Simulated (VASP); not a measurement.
# K3ErC2 (P6/mmm) in VASP: relaxation of cell and atoms with PBE

Aim: the relaxation of cell and atoms of K3ErC2 with PBE.

Everything below comes from runs of VASP 6.6.1. Logs are shortened: lines on timing, memory, paths and dates and some standing lists are left out, and cuts for length are marked.

## Step 1: The cell of the first run

Symmetry: P6/mmm, No. 191, hexagonal system. The conventional cell has a = 7.294 Å, b = 7.294 Å, c = 5.881 Å, α = 90.00°, β = 90.00°, γ = 120.00°. K (site symmetry mmm) has 4 K at 3.65 Å and 4 C at 3.70 Å and 4 Er at 4.68 Å within 4.8 Å. Er (site symmetry 6/mmm) has 2 C at 2.30 Å within 3.0 Å. Within 1.7 Å of C (site symmetry 6mm) lie 1 C at 1.27 Å.

The cell was generated, and may not be a known phase.

## Step 2: Relaxation of cell and atoms, PBE

Input file INCAR:

```
ALGO     = Normal         # electronic algorithm
EDIFF    = 1E-7           # SCF threshold, eV
EDIFFG   = -0.01          # ionic threshold
ENCUT    = 600            # plane-wave cutoff, eV
GGA      = PE             # functional
GGA_COMPAT= False        
IBRION   = 2              # ionic algorithm
ISIF     = 3              # what is computed and relaxed
ISMEAR   = 0              # smearing method
LASPH    = True           # aspherical terms in the spheres
LCHARG   = False          # write CHGCAR
LMAXMIX  = 6              # l up to which the mixer works
LREAL    = False          # projectors in reciprocal space
LWAVE    = False          # write WAVECAR
NELM     = 200            # most SCF steps
NELMIN   = 4            
NSW      = 100            # ionic steps
PREC     = Accurate       # precision mode
SIGMA    = 0.1            # smearing width, eV
```

Input file KPOINTS:

```
k-points
0
Gamma
  6 6 6
```

Input file POSCAR:

```
K3ErC2
1.0
    7.2942917990      0.0000000000      0.0000000000
   -3.6471458995      6.3170420005      0.0000000000
    0.0000000000      0.0000000000      5.8806345674
K Er C
3 1 2
Direct
    0.5000000000      0.0000000000      0.5000000000
    0.0000000000      0.5000000000      0.5000000000
    0.5000000000      0.5000000000      0.5000000000
    0.0000000000      0.0000000000      0.0000000000
    0.0000000000      0.0000000000      0.3919125096
    0.0000000000      0.0000000000      0.6080874904
```

Potentials or basis: VASP PAW PBE potentials, release 64 (K_sv, Er_3, C), 4f in core.

Command:

```bash
> cat potpaw_PBE.64/K_sv/POTCAR potpaw_PBE.64/Er_3/POTCAR potpaw_PBE.64/C/POTCAR > POTCAR
> mpirun -np 1 vasp_std > vasp.out
```

OUTCAR:

```text
EDIFF = 1E-7
   EDIFFG = -0.01
   ENCUT = 600
   GGA = PE
   IBRION = 2
   ISIF = 3
   ISMEAR = 0
   LASPH = True
   LREAL = False
   NELM = 200
   NELMIN = 4
   NSW = 100
   PREC = Accurate

 ion  position               nearest neighbor table
   1  0.500  0.000  0.500-   2 3.65   3 3.65   3 3.65   2 3.65
   2  0.000  0.500  0.500-   1 3.65   1 3.65   3 3.65   3 3.65
   3  0.500  0.500  0.500-   1 3.65   1 3.65   2 3.65   2 3.65
   4  0.000  0.000  0.000-   5 2.30   6 2.30
   5  0.000  0.000  0.392-   6 1.27   4 2.30
   6  0.000  0.000  0.608-   5 1.27   4 2.30

  LATTYP: Found a hexagonal cell.
 ALAT       =     7.2942917990
 C/A-ratio  =     0.8061967809

  Lattice vectors:

 A1 = (   7.2942917990,   0.0000000000,   0.0000000000)
 A2 = (  -3.6471458995,   6.3170420005,   0.0000000000)
 A3 = (   0.0000000000,   0.0000000000,   5.8806345674)

Analysis of symmetry for initial positions (statically):
=====================================================================
 Subroutine PRICEL returns:
 Original cell was already a primitive cell.

 Routine SETGRP: Setting up the symmetry group for a
 hexagonal supercell.

 Subroutine GETGRP returns: Found 24 space group operations
 (whereof 24 operations were pure point group operations)
 out of a pool of 24 trial point group operations.

The static configuration has the point symmetry D_6h.

Analysis of symmetry for dynamics (positions and initial velocities):
=====================================================================
 Subroutine PRICEL returns:
 Original cell was already a primitive cell.

 Routine SETGRP: Setting up the symmetry group for a
 hexagonal supercell.

 Subroutine GETGRP returns: Found 24 space group operations
 (whereof 24 operations were pure point group operations)
 out of a pool of 24 trial point group operations.

The dynamic configuration has the point symmetry D_6h.

 Subroutine INISYM returns: Found 24 space group operations
 (whereof 24 operations are pure point group operations),
 and found     1 'primitive' translations

----------------------------------------------------------------------------------------

                                     Primitive cell

  volume of cell :     270.9699

  direct lattice vectors                    reciprocal lattice vectors
     7.294291799  0.000000000  0.000000000     0.137093501  0.079150970  0.000000000
    -3.647145899  6.317042000  0.000000000     0.000000000  0.158301939  0.000000000
     0.000000000  0.000000000  5.880634567     0.000000000  0.000000000  0.170049676

  length of vectors
     7.294291799  7.294291799  5.880634567     0.158301939  0.158301939  0.170049676

  position of ions in fractional coordinates (direct lattice)
     0.500000000  0.000000000  0.500000000
     0.000000000  0.500000000  0.500000000
     0.500000000  0.500000000  0.500000000
     0.000000000  0.000000000  0.000000000
     0.000000000  0.000000000  0.391912510
     0.000000000  0.000000000  0.608087490

  ion indices of the primitive-cell ions
   primitive index   ion index
                 1           1
                 2           2
                 3           3
                 4           4
                 5           5
                 6           6

----------------------------------------------------------------------------------------

 KPOINTS: k-points

Automatic generation of k-mesh.
 Grid dimensions read from file:
 generate k-points for:    6    6    6

 Generating k-lattice:

  Cartesian coordinates                     Fractional coordinates (reciprocal lattice)
     0.022848917  0.013191828  0.000000000     0.166666667  0.000000000  0.000000000
     0.000000000  0.026383657  0.000000000     0.000000000  0.166666667  0.000000000
     0.000000000  0.000000000  0.028341613     0.000000000  0.000000000  0.166666667

  Length of vectors
     0.026383657  0.026383657  0.028341613

  Shift w.r.t. Gamma in fractional coordinates (k-lattice)
     0.000000000  0.000000000  0.000000000

 Subroutine IBZKPT returns following result:
 ===========================================

 Found     28 irreducible k-points:

 Following reciprocal coordinates:
            Coordinates               Weight
  0.000000  0.000000  0.000000      1.000000
  0.166667 -0.000000  0.000000      6.000000
  0.333333 -0.000000  0.000000      6.000000
  0.500000 -0.000000  0.000000      3.000000
  0.166667  0.166667  0.000000      6.000000
  0.333333  0.166667  0.000000     12.000000
[... 16 lines left out ...]
  0.166667 -0.000000  0.500000      6.000000
  0.333333 -0.000000  0.500000      6.000000
 [... further k-points ...]
   k-points           NKPTS =     28   k-points in BZ     NKDIM =     28   number of bands    NBANDS=     26
   number of dos      NEDOS =    301   number of ions     NIONS =      6
   total plane-waves  NPLWV = 172800
   dimension x,y,z NGX =    60 NGY =   60 NGZ =   48
   dimension x,y,z NGXF=   120 NGYF=  120 NGZF=   96
   ions per type =               3   1   2
   NGX,Y,Z   is equivalent  to a cutoff of  13.67, 13.67, 13.57 a.u.
   NGXF,Y,Z  is equivalent  to a cutoff of  27.35, 27.35, 27.14 a.u.
 SYSTEM =  unknown system
   PREC   = accura    normal or accurate (medium, high low for compatibility)
   ISTART =      0    job   : 0-new  1-cont  2-samecut
   ICHARG =      2    charge: 1-file 2-atom 10-const
   ISPIN  =      1    spin polarized calculation?
   LNONCOLLINEAR =      F non collinear calculations
   LSORBIT =      F    spin-orbit coupling
   LASPH  =      T    aspherical Exc in radial PAW
   ENCUT  =  600.0 eV  44.10 Ry    6.64 a.u.  14.57 14.57 11.75*2*pi/ulx,y,z
   NELM   =    200;   NELMIN=  4; NELMDL= -5     # of ELM steps
   EDIFF  = 0.1E-06   stopping-criterion for ELM
   LREAL  =      F    real-space projection
   EDIFFG = -.1E-01   stopping-criterion for IOM
   NSW    =    100    number of steps for IOM
   IBRION =      2    ionic relax: 0-MD 1-quasi-New 2-CG
   NFREE  =      1    steps in history (QN), initial steepest desc. (CG)
   ISIF   =      3    stress and relaxation
   ISYM   =      2    0-nonsym 1-usesym 2-fastsym
   POTIM  = 0.5000    time-step for ionic-motion
   TEBEG  =    0.0;   TEEND  =   0.0 temperature during run
   PSTRESS=    0.0 pullay stress
   NELECT =      44.0000    total number of electrons
   NUPDOWN=      -1.0000    fix difference up-down
   EMIN   =  10.00;   EMAX   =-10.00  energy-range for DOS
   EFERMI =   0.00;   METHOD = LEGACY
   ISMEAR =     0;   SIGMA  =   0.10  broadening in eV -4-tet -1-fermi 0-gaus
   EFERMI_NEDOS =   21; number of points for ismear=-14 and -15
   IALGO  =     38    algorithm
   IMIX   =      4    mixing-type and parameters
     AMIX     =   0.40;   BMIX     =  1.00
     AMIX_MAG =   1.60;   BMIX_MAG =  1.00
  volume/ion in A,a.u.               =      45.16       304.77
  Fermi-wavevector in a.u.,A,eV,Ry     =   0.893138  1.687787 10.853312  0.797696
  Thomas-Fermi vector in A             =   2.015177
   LORBIT       =      0    0 simple, 1 ext, 2 COOP (PROOUT), +10 PAW based schemes
   GGA     = PE    functional components
   LHFCALC =     F    Hartree Fock is set to
   AEXX    =    0.0000 exact exchange contribution
   IVDW    =     0    specifies the selected vdW correction
   LEPSILON=     F    determine dielectric tensor
   LRPA    =     F    only Hartree local field effects (RPA)
 conjugate gradient relaxation of ions
 non-spin polarized calculation
 Gauss-broadening in eV      SIGMA  =   0.10
  energy-cutoff  :      600.00
  volume of cell :      270.97
 maximum number of plane-waves:      9113
 NGX is ok and might be reduce to    60
   NGX = 29   NGY = 29   NGZ = 23

--------------------------------------- Ionic step        1  -------------------------------------------

 number of electron      43.9999999 magnetization

 Free energy of the ion-electron system (eV)
  ---------------------------------------------------
  ext. energy  EPLUGINS =         0.00000000
  ---------------------------------------------------
  free energy    TOTEN  =       -22.54665112 eV

  energy without entropy =      -22.50288724  energy(sigma->0) =      -22.52476918

------------------------ aborting loop because EDIFF is reached ----------------------------------------

  FORCE on cell =-STRESS in cart. coord.  units (eV):
  Direction    XX          YY          ZZ          XY          YZ          ZX
  --------------------------------------------------------------------------------------
  -------------------------------------------------------------------------------------
  Total        0.1913932      0.1913932      0.6056434      0.0000000      0.0000000     -0.0000000
  in kB        1.1316601      1.1316601      3.5810181      0.0000000      0.0000000     -0.0000000
  external PRESSURE =       1.9481127 kB  Pullay stress =       0.0000000 kB
[... 101 lines left out ...]
  FREE ENERGIE OF THE ION-ELECTRON SYSTEM (eV)
  ---------------------------------------------------
  free  energy   TOTEN  =       -22.5484372993 eV

  energy  without entropy=      -22.5050155230  energy(sigma->0) =      -22.52672641

[... ionic steps 4 to 11 ...]

--------------------------------------- Ionic step       12  -------------------------------------------

 number of electron      44.0000003 magnetization

------------------------ aborting loop because EDIFF is reached ----------------------------------------

  FORCE on cell =-STRESS in cart. coord.  units (eV):
  Direction    XX          YY          ZZ          XY          YZ          ZX
  --------------------------------------------------------------------------------------
  -------------------------------------------------------------------------------------
  Total       -0.0043592     -0.0043592     -0.0891102      0.0000000      0.0000000     -0.0000000
  in kB       -0.0243493     -0.0243493     -0.4977444      0.0000000      0.0000000     -0.0000000
  external PRESSURE =      -0.1821477 kB  Pullay stress =       0.0000000 kB
[... 65 lines left out ...]
  energy  without entropy=      -22.5101977166  energy(sigma->0) =      -22.53172362

--------------------------------------- Ionic step       14  -------------------------------------------

 number of electron      44.0000003 magnetization

 Free energy of the ion-electron system (eV)
  ---------------------------------------------------
  ext. energy  EPLUGINS =         0.00000000
  ---------------------------------------------------
  free energy    TOTEN  =       -22.55352353 eV

  energy without entropy =      -22.51058325  energy(sigma->0) =      -22.53205339

 E-fermi :   0.3992     XC(G=0):  -6.3207

 val. band max:        0.3826691190   @ k =   0.3333   0.1667   0.1667
 cond. band min:       0.4032003982   @ k =   0.3333   0.1667   0.0000
 fundamental gap:      0.0205312792
 Fermi energy:         0.3991842035

 k-point     1 :       0.0000    0.0000    0.0000
  band No.  band energies     occupation
      1     -32.1087      2.00000
      2     -32.0734      2.00000
      3     -32.0734      2.00000
      4     -25.8317      2.00000
      5     -25.8317      2.00000
      6     -25.3474      2.00000
[... 685 lines left out ...]
     25       1.1295      0.00000
     26       1.4497      0.00000

 [... further k-points ...]
[... 5 lines left out ...]
  --------------------------------------------------------------------------------------
  -------------------------------------------------------------------------------------
  Total       -0.0033631     -0.0033631     -0.0005648      0.0000000      0.0000000      0.0000000
  in kB       -0.0187903     -0.0187903     -0.0031555      0.0000000      0.0000000      0.0000000
  external PRESSURE =      -0.0135787 kB  Pullay stress =       0.0000000 kB
[... 21 lines left out ...]
  FREE ENERGIE OF THE ION-ELECTRON SYSTEM (eV)
  ---------------------------------------------------
  free  energy   TOTEN  =       -22.5535235255 eV

  energy  without entropy=      -22.5105832523  energy(sigma->0) =      -22.53205339

 reached required accuracy - stopping structural energy minimisation
```

It took 26 min on 1 thread of AMD EPYC 9R45 (Zen 5), shared host; peak memory 0.6 GiB.

What came out:

* Free energy: -22.5535 eV
* Relaxed volume: 47.79 Å³/atom
* Relaxed cell: a = 7.488 Å, b = 7.488 Å, c = 5.906 Å, α = 90.00°, β = 90.00°, γ = 120.00°
* Space group after relaxing (to 0.1 Å): P6/mmm (No. 191)
* Energy gained by relaxing: 1.1 meV/atom
* Ionic steps: 14
* Pressure after relaxing: 0.0 GPa
* Band gap on the k mesh: zero (bands 22 and 23 overlap by 0.72 eV)

The path:
```csv
step,energy change (eV),largest force (eV/Å),pressure (GPa),volume (Å³)
1,0.0000,0.1028,0.19,270.97
2,-0.0017,0.2197,0.10,273.13
3,-0.0018,0.1515,0.12,272.67
4,0.0007,0.5346,-0.18,274.94
5,-0.0021,0.0284,0.04,273.25
6,-0.0027,0.0257,0.03,274.12
7,-0.0043,0.0174,0.02,276.77
8,-0.0063,0.0030,0.00,282.10
9,-0.0059,0.0654,-0.04,292.90
10,-0.0068,0.0270,-0.02,286.87
11,-0.0060,0.3073,-0.03,286.64
12,-0.0069,0.0243,-0.02,286.83
13,-0.0066,0.1092,0.07,286.43
14,-0.0069,0.0013,0.00,286.75
```

Final structure:
```xyz
6
Lattice="7.4877 0.0000 0.0000 -3.7438 6.4845 0.0000 0.0000 0.0000 5.9059" Properties=species:S:1:pos:R:3 pbc="T T T"
K     3.7438    0.0000    2.9530
K    -1.8719    3.2423    2.9530
K     1.8719    3.2423    2.9530
Er    0.0000    0.0000    0.0000
C     0.0000    0.0000    2.3197
C     0.0000    0.0000    3.5862
```

Caveat: spin-orbit coupling is left out, which moves the levels of the heavy elements; the 4f electrons are frozen in the core, so they carry no moment and show no levels. Spin polarisation is off, so any magnetic state and its effect on volume and gap are missing.

The gap in the log of VASP goes by the Fermi energy; the results here count the filled bands.